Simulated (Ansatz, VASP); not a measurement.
# ZnSe: VASP beside Ansatz

```
Zn Se
1.0
     0.00000    2.65876    2.65876
     2.65876    0.00000    2.65876
     2.65876    2.65876    0.00000
Zn Se
1 1
Cartesian
  0.0000 0.0000 0.0000
  2.6588 2.6588 2.6588
```

Alike in both runs: task single point; functional PBE; k mesh 8 × 8 × 8; occupations fermi-dirac, width 0.02 eV; no spin polarisation.

```csv
,VASP,Ansatz
version,VASP 6.6.1,Ansatz 0.2.0
potentials or method,"VASP PAW PBE potentials, release 64 (Zn, Se)","plane waves, PAW"
plane-wave cutoff (eV),500,420
valence electrons in the cell,18,28
```

|  | VASP | Ansatz | Ansatz less VASP |
| --- | --- | --- | --- |
| pressure (GPa) | 2.3 | 2.1 | -0.19 |

The functional is the same, so the differences come from potentials, cutoffs and numerics. VASP's potentials hold 18 valence electrons a cell and Ansatz's 28, so a difference there can come from the potentials and not from the codes.
